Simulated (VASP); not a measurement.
# ZnS (F-43m) in VASP: a series of runs, part 2 of 2

VASP 6.6.1. The steps go on from the part before.

**4. Single point, PBE**

This run uses another cell than the first one, of 22.09 Å³/atom, 1.273 times its volume.

Contents of INCAR:

```
SYSTEM = ZnS
PREC     = Accurate       ! precision mode
ENCUT    = 500            ! plane-wave cutoff, eV
EDIFF    = 1E-6           ! SCF threshold, eV
ISMEAR   = 0              ! smearing method
SIGMA    = 0.01           ! smearing width, eV
LREAL    = .FALSE.        ! projectors in reciprocal space
LASPH    = .TRUE.         ! aspherical terms in the spheres
NELM     = 120            ! most SCF steps
ALGO     = Normal         ! electronic algorithm
ISIF     = 2              ! what is computed and relaxed
LWAVE    = .FALSE.        ! write WAVECAR
LCHARG   = .FALSE.        ! write CHGCAR
GGA      = PE             ! functional
NBANDS   = 16             ! bands
GGA_COMPAT= .FALSE.
```

Contents of KPOINTS:

```
regular mesh
0
G
  6 6 6
  0 0 0
```

Contents of POSCAR:

```
ZnS
1.0
    0.0000000000      2.8060238126      2.8060238126
    2.8060238126      0.0000000000      2.8060238126
    2.8060238126      2.8060238126      0.0000000000
Zn S
1 1
Direct
    0.2500000000      0.2500000000      0.2500000000
    0.0000000000      0.0000000000      0.0000000000
```

Potentials or basis: VASP PAW PBE potentials, release 64 (Zn, S).

The run is started by

```sh
$ cat potpaw_PBE.64/Zn/POTCAR potpaw_PBE.64/S/POTCAR > POTCAR
$ mpirun -np 1 vasp_std > vasp.out
```

OUTCAR:

```text
SYSTEM = ZnS
   PREC = Accurate
   ENCUT = 500
   EDIFF = 1E-6
   ISMEAR = 0
   LREAL = .FALSE.
   LASPH = .TRUE.
   NELM = 120
   ISIF = 2
   GGA = PE

 ion  position               nearest neighbor table
   1  0.250  0.250  0.250-   2 2.43   2 2.43   2 2.43   2 2.43
   2  0.000  0.000  0.000-   1 2.43   1 2.43   1 2.43   1 2.43

  LATTYP: Found a face centered cubic cell.
 ALAT       =     5.6120476252

  Lattice vectors:

 A1 = (   0.0000000000,   2.8060238126,   2.8060238126)
[... 479 lines left out ...]

------------------------ aborting loop because EDIFF is reached ----------------------------------------

  FORCE on cell =-STRESS in cart. coord.  units (eV):
  Direction    XX          YY          ZZ          XY          YZ          ZX
  --------------------------------------------------------------------------------------
  -------------------------------------------------------------------------------------
  Total       -1.4011323     -1.4011323     -1.4011323     -0.0000000      0.0000000     -0.0000000
  in kB      -50.8025700    -50.8025700    -50.8025700     -0.0000000      0.0000000     -0.0000000
  external PRESSURE =     -50.8025700 kB  Pullay stress =       0.0000000 kB

 VOLUME and BASIS-vectors are now :
 -----------------------------------------------------------------------------
  energy-cutoff  :      500.00
  volume of cell :       44.19
      direct lattice vectors                 reciprocal lattice vectors
     0.000000000  2.806023813  2.806023813    -0.178188082  0.178188082  0.178188082
     2.806023813  0.000000000  2.806023813     0.178188082 -0.178188082  0.178188082
     2.806023813  2.806023813  0.000000000     0.178188082  0.178188082 -0.178188082

 POSITION                                       TOTAL-FORCE (eV/Angst)
 -----------------------------------------------------------------------------------
      1.40301      1.40301      1.40301        -0.000000      0.000000     -0.000000
      0.00000      0.00000      0.00000         0.000000     -0.000000      0.000000
 -----------------------------------------------------------------------------------
    total drift:                                0.000000      0.000000      0.000000

  FREE ENERGIE OF THE ION-ELECTRON SYSTEM (eV)
  ---------------------------------------------------
  free  energy   TOTEN  =        -6.7854112275 eV

  energy  without entropy=       -6.7854112275  energy(sigma->0) =       -6.78541123
```

OSZICAR:

```text
N       E                     dE             d eps       ncg     rms          rms(c)
DAV:   1     0.804538550273E+02    0.80454E+02   -0.81994E+03   512   0.124E+03
DAV:   2    -0.213157717243E+01   -0.82585E+02   -0.75583E+02   592   0.246E+02
DAV:   3    -0.717155815453E+01   -0.50400E+01   -0.50257E+01   624   0.583E+01
DAV:   4    -0.722214379842E+01   -0.50586E-01   -0.50568E-01   640   0.618E+00
DAV:   5    -0.722270502333E+01   -0.56122E-03   -0.56122E-03   624   0.605E-01    0.561E+00
DAV:   6    -0.680283588407E+01    0.41987E+00   -0.75718E-01   776   0.282E+01    0.446E+00
DAV:   7    -0.678567031018E+01    0.17166E-01   -0.21503E-01   584   0.401E+00    0.237E+00
DAV:   8    -0.678488320779E+01    0.78710E-03   -0.47348E-03   592   0.629E-01    0.583E-01
DAV:   9    -0.678522159118E+01   -0.33838E-03   -0.10059E-03   600   0.252E-01    0.113E-01
DAV:  10    -0.678540542891E+01   -0.18384E-03   -0.17965E-04   640   0.129E-01    0.493E-02
DAV:  11    -0.678540942190E+01   -0.39930E-05   -0.34461E-05   616   0.903E-02    0.584E-03
DAV:  12    -0.678541125035E+01   -0.18285E-05   -0.37144E-06   648   0.257E-02    0.607E-03
DAV:  13    -0.678541122747E+01    0.22880E-07   -0.64228E-07   464   0.129E-02
   1 F= -.67854112E+01 E0= -.67854112E+01  d E =-.115415E-41
```

stdout:

```text
POSCAR found type information on POSCAR ZnS
 POSCAR found :  2 types and       2 ions
 scaLAPACK will be used
 LDA part: xc-table for (Slater+PW92), standard interpolation
 POSCAR, INCAR and KPOINTS ok, starting setup
 FFT: planning ... GRIDC
 FFT: planning ... GRID_SOFT
 FFT: planning ... GRID
 WAVECAR not read
 entering main loop
```

It took 20 s on 1 thread of Intel Xeon 8259CL, shared host; peak memory 0.16 GiB.

What came out:

```
Free energy            : -6.7854 eV
Pressure               : -5.1 GPa
Band gap on the k mesh : 1.63 eV, direct
```

Levels at points of the mesh, in eV from the valence-band top:
```
           k point  band 7  band 8  band 9  band 10  band 11  band 12
(0.00, 0.00, 0.00)    0.00    0.00    0.00     1.63     6.44     6.44
(0.50, 0.00, 0.00)   -4.59   -0.71   -0.71     3.07     6.96     6.96
(0.50, 0.50, 0.00)   -4.13   -1.84   -1.84     3.64     4.02    10.24
```

**5. The runs side by side**

```tsv
cell	gap on the mesh (eV)	pressure (GPa)
a = 3.662 Å, angles 60.0°, 2 atoms	2.69	14.7
a = 3.921 Å, angles 60.0°, 2 atoms	1.78	-3.3
a = 3.968 Å, angles 60.0°, 2 atoms	1.63	-5.1
```

Alike in all rows: task single point; level PBE; potentials or basis VASP PAW PBE potentials, release 64 (Zn, S); no spin polarisation; k mesh 6 × 6 × 6; cutoff (eV) 500; smearing gaussian 0.01 eV.

Total energies depend on the potentials used, so only differences within one code and one set of settings carry meaning.
